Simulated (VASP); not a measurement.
Write the native input for VASP 6.6.1 that does the following.

| Quantity | Value |
| --- | --- |
| Task | relaxation of the atoms |
| Functional | LDA |
| Potentials or basis | VASP PAW LDA potentials, release 64 (Fe, Si) |
| Cutoff | 520 eV |
| k mesh | 8 × 8 × 8 |
| Occupations | gaussian, width 0.01 eV |
| Spin | no spin polarisation |
| Dipole correction | no |
| Further INCAR settings | ALGO = Normal; EDIFF = 1e-06; IBRION = 2; EDIFFG = -0.003; NSW = 80 |

The structure of FeSi lies in POSCAR:

```
FeSi
1.0
    4.4300000000      0.0000000000      0.0000000000
    0.0000000000      4.4300000000      0.0000000000
    0.0000000000      0.0000000000      4.4300000000
Fe Si
4 4
Direct
    0.1365200000      0.1365200000      0.1365200000
    0.3634800000      0.8634800000      0.6365200000
    0.6365200000      0.3634800000      0.8634800000
    0.8634800000      0.6365200000      0.3634800000
    0.8424000000      0.8424000000      0.8424000000
    0.6576000000      0.1576000000      0.3424000000
    0.3424000000      0.6576000000      0.1576000000
    0.1576000000      0.3424000000      0.6576000000
```

One way to write it, as run:

INCAR

```
SYSTEM = FeSi
PREC = Accurate ; ENCUT = 520
EDIFF = 1E-6 ; ISMEAR = 0
SIGMA = 0.01 ; LREAL = .FALSE.
LASPH = .TRUE. ; NELM = 80
ALGO = Normal ; ISIF = 2
LWAVE = .FALSE. ; LCHARG = .FALSE.
IBRION = 2 ; NSW = 80
EDIFFG = -0.003
```

KPOINTS

```
Automatic mesh
0
G
  8 8 8
  0 0 0
```

Potentials or basis: VASP PAW LDA potentials, release 64 (Fe, Si).

Run with:

```sh
$ cat potpaw_LDA.64/Fe/POTCAR potpaw_LDA.64/Si/POTCAR > POTCAR
$ mpirun -np 1 vasp_std > vasp.out
```

It gave:

| Property | Result |
| --- | --- |
| Energy gained by relaxing | 1.4 meV/atom |
| Ionic steps | 5 |
| Pressure after relaxing | -8.9 GPa |
| Band gap on the k mesh | 0.13 eV (least direct gap 0.16 eV) |

Run time: 7.8 min on 1 thread of Oxide Virtual Turin-like Processor, on a shared host, peak memory 0.2 GiB.
